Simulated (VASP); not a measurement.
Wanted: the native input for a VASP 6.6.1 run.

| Quantity | Value |
| --- | --- |
| Task | single point |
| Functional | r2SCAN |
| Potentials or basis | VASP PAW PBE potentials, release 64 (W_sv, Te) |
| Cutoff | 520 eV |
| k mesh | 14 × 14 × 14 |
| Occupations | gaussian, width 0.1 eV |
| Spin | no spin polarisation |
| Dipole correction | no |
| Further INCAR settings | ALGO = Normal; EDIFF = 1e-07; NBANDS = 17 |

TeW:

```
CELL_PARAMETERS angstrom
0.00000 2.78283 2.78283
2.78283 0.00000 2.78283
2.78283 2.78283 0.00000
ATOMIC_POSITIONS crystal
W 0.00000 0.00000 0.00000
Te 0.50000 0.50000 0.50000
```

The input as run:

POSCAR

```
TeW
1.0
    0.0000000000      2.7828287133      2.7828287133
    2.7828287133      0.0000000000      2.7828287133
    2.7828287133      2.7828287133      0.0000000000
W Te
1 1
Direct
    0.0000000000      0.0000000000      0.0000000000
    0.5000000000      0.5000000000      0.5000000000
```

INCAR.step1

```
SYSTEM = TeW
PREC = Accurate
ENCUT = 520
ISMEAR = 0
SIGMA = 0.1
LREAL = .FALSE.
LASPH = .TRUE.
NELM = 80
NBANDS = 17
GGA = PE
ALGO = Normal
EDIFF = 1E-4
LWAVE = .TRUE.
LCHARG = .FALSE.
```

INCAR.step2

```
SYSTEM = TeW
PREC = Accurate
ENCUT = 520
EDIFF = 1E-7
ISMEAR = 0
SIGMA = 0.1
LREAL = .FALSE.
LASPH = .TRUE.
NELM = 80
ALGO = Normal
ISIF = 2
LWAVE = .FALSE.
LCHARG = .FALSE.
METAGGA = R2SCAN
LMIXTAU = .TRUE.
NBANDS = 17
ISTART = 1
```

KPOINTS

```
Automatic mesh
0
G
  14 14 14
  0 0 0
```

Potentials or basis: VASP PAW PBE potentials, release 64 (W_sv, Te).

Command:

```console
$ cat potpaw_PBE.64/W_sv/POTCAR potpaw_PBE.64/Te/POTCAR > POTCAR
$ cp INCAR.step1 INCAR
$ mpirun -np 1 vasp_std > vasp.out
$ cp INCAR.step2 INCAR
$ mpirun -np 1 vasp_std > vasp.out
```

It gave:

```
Pressure               : 0.0 GPa
Band gap on the k mesh : zero (bands 10 and 11 overlap by 1.86 eV)
```

Caveat: the PAW data sets were made with another functional, which shifts forces and pressure a little; spin-orbit coupling is left out, which moves the levels of the heavy elements.

Wall time 2.4 min on 1 thread of Intel(R) Xeon(R) 6975P-C (Granite Rapids), with other jobs on the host, peak memory 0.23 GiB.
